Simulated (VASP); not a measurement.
# Nb (Fm-3m) in VASP: further runs

The runs below take Nb through single point, with PBEsol+D3(BJ).

All numbers are computed with VASP 6.6.1; they aren't measurements. Logs are shortened: lines on timing, memory, paths and dates and some standing lists are left out, and cuts for length are marked.

## (1) The cell of the first run

Symmetry: Fm-3m, No. 225, cubic system. Conventional cell: a = 4.138 Å, b = 4.138 Å, c = 4.138 Å, α = 90.00°, β = 90.00°, γ = 90.00°. Within 3.9 Å of Nb (site symmetry m-3m) lie 12 Nb at 2.93 Å.

## (2) Single point, PBEsol+D3(BJ)

File INCAR:

```
SYSTEM = Nb
PREC = Accurate
ENCUT = 500
EDIFF = 1E-6
ISMEAR = 1
SIGMA = 0.05
LREAL = .FALSE.
LASPH = .TRUE.
NELM = 120
ALGO = Normal
ISIF = 2
LWAVE = .FALSE.
LCHARG = .FALSE.
GGA = PS
IVDW = 12
NBANDS = 34
GGA_COMPAT = .FALSE.
```

File KPOINTS:

```
regular mesh
0
G
  5 5 5
  0 0 0
```

File POSCAR:

```
Nb
1.0
    4.1384333023      0.0000000000      0.0000000000
    0.0000000000      4.1384333023      0.0000000000
    0.0000000000      0.0000000000      4.1384333023
Nb
4
Direct
    0.0000000000      0.0000000000      0.0000000000
    0.0000000000      0.5000000000      0.5000000000
    0.5000000000      0.0000000000      0.5000000000
    0.5000000000      0.5000000000      0.0000000000
```

Potentials or basis: VASP PAW PBE potentials, release 64 (Nb_sv).

Started as:

```console
$ cat potpaw_PBE.64/Nb_sv/POTCAR > POTCAR
$ mpirun -np 1 vasp_std > vasp.out
```

OUTCAR:

```text
SYSTEM = Nb
   PREC = Accurate
   ENCUT = 500
   EDIFF = 1E-6
   ISMEAR = 1
   LREAL = .FALSE.
   LASPH = .TRUE.
   NELM = 120
   ISIF = 2
   GGA = PS
   IVDW = 12
 IVDW          = 12

 ion  position               nearest neighbor table
   1  0.000  0.000  0.000-   2 2.93   3 2.93   4 2.93   2 2.93   3 2.93   2 2.93   4 2.93   2 2.93
                             3 2.93   4 2.93   3 2.93   4 2.93
   2  0.000  0.500  0.500-   1 2.93   3 2.93   4 2.93   1 2.93   4 2.93   1 2.93   3 2.93   1 2.93
                             3 2.93   4 2.93   4 2.93   3 2.93
   3  0.500  0.000  0.500-   1 2.93   2 2.93   4 2.93   1 2.93   4 2.93   2 2.93   4 2.93   4 2.93
                             1 2.93   2 2.93   1 2.93   2 2.93
   4  0.500  0.500  0.000-   1 2.93   2 2.93   3 2.93   2 2.93   3 2.93   1 2.93   3 2.93   3 2.93
                             1 2.93   2 2.93   2 2.93   1 2.93

  LATTYP: Found a simple cubic cell.
 ALAT       =     4.1384333023

  Lattice vectors:

 A1 = (   4.1384333023,   0.0000000000,   0.0000000000)
 A2 = (   0.0000000000,   4.1384333023,   0.0000000000)
 A3 = (   0.0000000000,   0.0000000000,   4.1384333023)

Analysis of symmetry for initial positions (statically):
=====================================================================
 Subroutine PRICEL returns following result:

  LATTYP: Found a face centered cubic cell.
 ALAT       =     4.1384333023

  Lattice vectors:

 A1 = (   2.0692166512,  -2.0692166512,   0.0000000000)
 A2 = (   2.0692166512,   0.0000000000,   2.0692166511)
 A3 = (   0.0000000000,  -2.0692166512,   2.0692166512)

   4 primitive cells build up your supercell.

 Routine SETGRP: Setting up the symmetry group for a
 simple cubic supercell.

 Subroutine GETGRP returns: Found 48 space group operations
 (whereof 48 operations were pure point group operations)
 out of a pool of 48 trial point group operations.

The static configuration has the point symmetry O_h .

Analysis of symmetry for dynamics (positions and initial velocities):
=====================================================================
 Subroutine PRICEL returns following result:

  LATTYP: Found a face centered cubic cell.
 ALAT       =     4.1384333023

  Lattice vectors:

 A1 = (   2.0692166512,  -2.0692166512,   0.0000000000)
 A2 = (   2.0692166512,   0.0000000000,   2.0692166511)
 A3 = (   0.0000000000,  -2.0692166512,   2.0692166512)

   4 primitive cells build up your supercell.

 Routine SETGRP: Setting up the symmetry group for a
 simple cubic supercell.

 Subroutine GETGRP returns: Found 48 space group operations
 (whereof 48 operations were pure point group operations)
 out of a pool of 48 trial point group operations.

The dynamic configuration has the point symmetry O_h .

 Subroutine INISYM returns: Found 48 space group operations
 (whereof 48 operations are pure point group operations),
 and found     4 'primitive' translations

----------------------------------------------------------------------------------------

                                     Primitive cell

  volume of cell :      17.7194

  direct lattice vectors                    reciprocal lattice vectors
     2.069216651 -2.069216651  0.000000000     0.241637336 -0.241637336 -0.241637336
     2.069216651  0.000000000  2.069216651     0.241637336  0.241637336  0.241637336
     0.000000000 -2.069216651  2.069216651    -0.241637336 -0.241637336  0.241637336

  length of vectors
     2.926314252  2.926314252  2.926314252     0.418528144  0.418528144  0.418528144

  position of ions in fractional coordinates (direct lattice)
     0.000000000  0.000000000  0.000000000

  ion indices of the primitive-cell ions
   primitive index   ion index
                 1           1

----------------------------------------------------------------------------------------

 KPOINTS: regular mesh

Automatic generation of k-mesh.
 Grid dimensions read from file:
 generate k-points for:    5    5    5

 Generating k-lattice:

  Cartesian coordinates                     Fractional coordinates (reciprocal lattice)
     0.048327467  0.000000000  0.000000000     0.200000000  0.000000000  0.000000000
     0.000000000  0.048327467  0.000000000     0.000000000  0.200000000  0.000000000
     0.000000000  0.000000000  0.048327467     0.000000000  0.000000000  0.200000000

  Length of vectors
     0.048327467  0.048327467  0.048327467

  Shift w.r.t. Gamma in fractional coordinates (k-lattice)
     0.000000000  0.000000000  0.000000000

 Subroutine IBZKPT returns following result:
 ===========================================

 Found     10 irreducible k-points:

 Following reciprocal coordinates:
            Coordinates               Weight
  0.000000  0.000000  0.000000      1.000000
  0.200000  0.000000  0.000000      6.000000
  0.400000  0.000000  0.000000      6.000000
  0.200000  0.200000  0.000000     12.000000
  0.400000  0.200000  0.000000     24.000000
  0.400000  0.400000  0.000000     12.000000
  0.200000  0.200000  0.200000      8.000000
  0.400000  0.200000  0.200000     24.000000
  0.400000  0.400000  0.200000     24.000000
  0.400000  0.400000  0.400000      8.000000
   k-points           NKPTS =     10   k-points in BZ     NKDIM =     10   number of bands    NBANDS=     34
   number of dos      NEDOS =    301   number of ions     NIONS =      4
   total plane-waves  NPLWV =  27000
   dimension x,y,z NGX =    30 NGY =   30 NGZ =   30
   dimension x,y,z NGXF=    60 NGYF=   60 NGZF=   60
   ions per type =               4
   NGX,Y,Z   is equivalent  to a cutoff of  12.05, 12.05, 12.05 a.u.
   NGXF,Y,Z  is equivalent  to a cutoff of  24.10, 24.10, 24.10 a.u.
 SYSTEM =  Nb
   PREC   = accura    normal or accurate (medium, high low for compatibility)
   ISTART =      0    job   : 0-new  1-cont  2-samecut
   ICHARG =      2    charge: 1-file 2-atom 10-const
   ISPIN  =      1    spin polarized calculation?
   LNONCOLLINEAR =      F non collinear calculations
   LSORBIT =      F    spin-orbit coupling
   LASPH  =      T    aspherical Exc in radial PAW
   ENCUT  =  500.0 eV  36.75 Ry    6.06 a.u.   7.55  7.55  7.55*2*pi/ulx,y,z
   NELM   =    120;   NELMIN=  2; NELMDL= -5     # of ELM steps
   EDIFF  = 0.1E-05   stopping-criterion for ELM
   LREAL  =      F    real-space projection
   EDIFFG = 0.1E-04   stopping-criterion for IOM
   NSW    =      0    number of steps for IOM
   IBRION =     -1    ionic relax: 0-MD 1-quasi-New 2-CG
   NFREE  =      0    steps in history (QN), initial steepest desc. (CG)
   ISIF   =      2    stress and relaxation
   ISYM   =      2    0-nonsym 1-usesym 2-fastsym
   POTIM  = 0.5000    time-step for ionic-motion
   TEBEG  =    0.0;   TEEND  =   0.0 temperature during run
   PSTRESS=    0.0 pullay stress
   NELECT =      52.0000    total number of electrons
   NUPDOWN=      -1.0000    fix difference up-down
   EMIN   =  10.00;   EMAX   =-10.00  energy-range for DOS
   EFERMI =   0.00;   METHOD = LEGACY
   ISMEAR =     1;   SIGMA  =   0.05  broadening in eV -4-tet -1-fermi 0-gaus
   EFERMI_NEDOS =   21; number of points for ismear=-14 and -15
   IALGO  =     38    algorithm
   IMIX   =      4    mixing-type and parameters
     AMIX     =   0.40;   BMIX     =  1.00
     AMIX_MAG =   1.60;   BMIX_MAG =  1.00
  volume/ion in A,a.u.               =      17.72       119.58
  Fermi-wavevector in a.u.,A,eV,Ry     =   1.476522  2.790222 29.662304  2.180118
  Thomas-Fermi vector in A             =   2.591039
   LORBIT       =      0    0 simple, 1 ext, 2 COOP (PROOUT), +10 PAW based schemes
   GGA     = PS    functional components
   LHFCALC =     F    Hartree Fock is set to
   AEXX    =    0.0000 exact exchange contribution
   IVDW    =    12    specifies the selected vdW correction
   LEPSILON=     F    determine dielectric tensor
   LRPA    =     F    only Hartree local field effects (RPA)
 non-spin polarized calculation
 Methfessel and Paxton  Order N= 1 SIGMA  =   0.05
  energy-cutoff  :      500.00
  volume of cell :       70.88
 maximum number of plane-waves:      1815
 NGX is ok and might be reduce to    30
   NGX = 15   NGY = 15   NGZ = 15

 number of electron      51.9999996 magnetization

 Free energy of the ion-electron system (eV)
  ---------------------------------------------------
  ext. energy  EPLUGINS =         0.00000000
  ---------------------------------------------------
  free energy    TOTEN  =       -42.38720836 eV

  energy without entropy =      -42.38443065  energy(sigma->0) =      -42.38628246

 E-fermi :  11.5498     XC(G=0): -12.7189

 val. band max:       11.5240129020   @ k =   0.4000   0.4000   0.2000
 cond. band min:      11.5539270482   @ k =   0.4000   0.2000   0.0000
 fundamental gap:      0.0299141463
 Fermi energy:        11.5498038479

 k-point     1 :       0.0000    0.0000    0.0000
  band No.  band energies     occupation
      1     -43.0082      2.00000
      2     -42.6812      2.00000
      3     -42.6812      2.00000
      4     -42.6812      2.00000
      5     -19.6334      2.00000
      6     -19.6334      2.00000
[... 26 lines left out ...]
     33      16.6396      0.00000
     34      16.7084      0.00000

 k-point     2 :       0.2000    0.0000    0.0000
  band No.  band energies     occupation
      1     -42.9775      2.00000
      2     -42.7130      2.00000
      3     -42.6809      2.00000
      4     -42.6809      2.00000
      5     -19.5587      2.00000
      6     -19.5587      2.00000
[... 26 lines left out ...]
     33      15.6400      0.00000
     34      16.2923      0.00000

 k-point     3 :       0.4000    0.0000    0.0000
  band No.  band energies     occupation
      1     -42.8967      2.00000
      2     -42.7956      2.00000
      3     -42.6804      2.00000
      4     -42.6804      2.00000
      5     -19.3588      2.00000
      6     -19.3588      2.00000
[... 26 lines left out ...]
     33      14.4478      0.00000
     34      14.4480      0.00000
[... 186 lines left out ...]
 k-point     9 :       0.4000    0.4000    0.2000
  band No.  band energies     occupation
      1     -42.8118      2.00000
      2     -42.7547      2.00000
      3     -42.7547      2.00000
      4     -42.7289      2.00000
      5     -19.5460      2.00000
      6     -19.5069      2.00000
[... 26 lines left out ...]
     33      14.6765      0.00000
     34      15.7449      0.00000

 k-point    10 :       0.4000    0.4000    0.4000
  band No.  band energies     occupation
      1     -42.7856      2.00000
      2     -42.7539      2.00000
      3     -42.7539      2.00000
      4     -42.7539      2.00000
      5     -19.6751      2.00000
      6     -19.6751      2.00000
[... 26 lines left out ...]
     33      16.1256      0.00000
     34      16.1292      0.00000

------------------------ aborting loop because EDIFF is reached ----------------------------------------

 Edisp (eV)   -3.05706

 E8    (eV) :    -2.1718

  FORCE on cell =-STRESS in cart. coord.  units (eV):
  Direction    XX          YY          ZZ          XY          YZ          ZX
  --------------------------------------------------------------------------------------
  -------------------------------------------------------------------------------------
  Total      -0.76574    -0.76574    -0.76574    -0.00000    -0.00000    -0.00000
  in kB     -17.30943   -17.30943   -17.30943    -0.00000    -0.00000    -0.00000
  external pressure =      -17.31 kB  Pullay stress =        0.00 kB

 VOLUME and BASIS-vectors are now :
 -----------------------------------------------------------------------------
  energy-cutoff  :      500.00
  volume of cell :       70.88
      direct lattice vectors                 reciprocal lattice vectors
     4.138433302  0.000000000  0.000000000     0.241637336  0.000000000  0.000000000
     0.000000000  4.138433302  0.000000000     0.000000000  0.241637336  0.000000000
     0.000000000  0.000000000  4.138433302     0.000000000  0.000000000  0.241637336

 POSITION                                       TOTAL-FORCE (eV/Angst)
 -----------------------------------------------------------------------------------
      0.00000      0.00000      0.00000         0.000000     -0.000000     -0.000000
      0.00000      2.06922      2.06922         0.000000      0.000000      0.000000
      2.06922      0.00000      2.06922        -0.000000     -0.000000      0.000000
      2.06922      2.06922      0.00000        -0.000000     -0.000000     -0.000000
 -----------------------------------------------------------------------------------
    total drift:                                0.000000      0.000000     -0.000000

  FREE ENERGIE OF THE ION-ELECTRON SYSTEM (eV)
  ---------------------------------------------------
  free  energy   TOTEN  =       -45.4442709745 eV

  energy  without entropy=      -45.4414932598  energy(sigma->0) =      -45.44334507
```

It took 23 s on 1 thread of AMD EPYC 7R43 (Zen 3), shared host; peak memory 0.15 GiB.

What came out:

- Free energy: -45.4443 eV
- Pressure: -1.7 GPa
- Band gap on the k mesh: zero (band 26 reaches 12.14 eV, above the bottom of band 27 at 10.87 eV)
- Dispersion energy per atom: -0.764 eV

Caveat: three body term missing; the PAW data sets were made with another functional, which shifts forces and pressure a little; pairwise dispersion overbinds metals, which lowers pressure and volume.

## (3) Single point, PBEsol+D3(BJ)

This run uses another cell than the first one, of 18.39 Å³/atom, 1.038 times its volume.

File INCAR:

```
PREC = Accurate
ENCUT = 500
EDIFF = 1E-6
ISMEAR = 1
SIGMA = 0.05
LREAL = F
LASPH = T
NELM = 120
ALGO = Normal
ISIF = 2
LWAVE = F
LCHARG = F
GGA = PS
IVDW = 12
NBANDS = 34
GGA_COMPAT = F
```

File KPOINTS:

```
regular mesh
0
Gamma
  5 5 5
```

File POSCAR:

```
Nb
1.0
    4.1900000000      0.0000000000      0.0000000000
    0.0000000000      4.1900000000      0.0000000000
    0.0000000000      0.0000000000      4.1900000000
Nb
4
Direct
    0.0000000000      0.0000000000      0.0000000000
    0.0000000000      0.5000000000      0.5000000000
    0.5000000000      0.0000000000      0.5000000000
    0.5000000000      0.5000000000      0.0000000000
```

Potentials or basis: VASP PAW PBE potentials, release 64 (Nb_sv).

Started as:

```console
$ cat potpaw_PBE.64/Nb_sv/POTCAR > POTCAR
$ mpirun -np 1 vasp_std > vasp.out
```

Wall time 26 s (1 thread of AMD EPYC 7R43 (Zen 3), shared host); peak memory 0.15 GiB.

It converged, with:

```
Free energy                : -45.3628 eV
Pressure                   : -8.2 GPa
Band gap on the k mesh     : zero (band 26 reaches 11.62 eV, above the bottom of band 27 at 10.35 eV)
Dispersion energy per atom : -0.736 eV
```

Levels at points of the mesh, in eV from the Fermi level:
```csv
k point,band 22,band 23,band 24,band 25,band 26,band 27,band 28,band 29
"(0.00, 0.00, 0.00)",-3.35,-3.35,0.16,0.16,0.16,2.82,2.82,3.78
```

Caveat: three body term missing; the PAW data sets were made with another functional, which shifts forces and pressure a little; pairwise dispersion overbinds metals, which lowers pressure and volume.
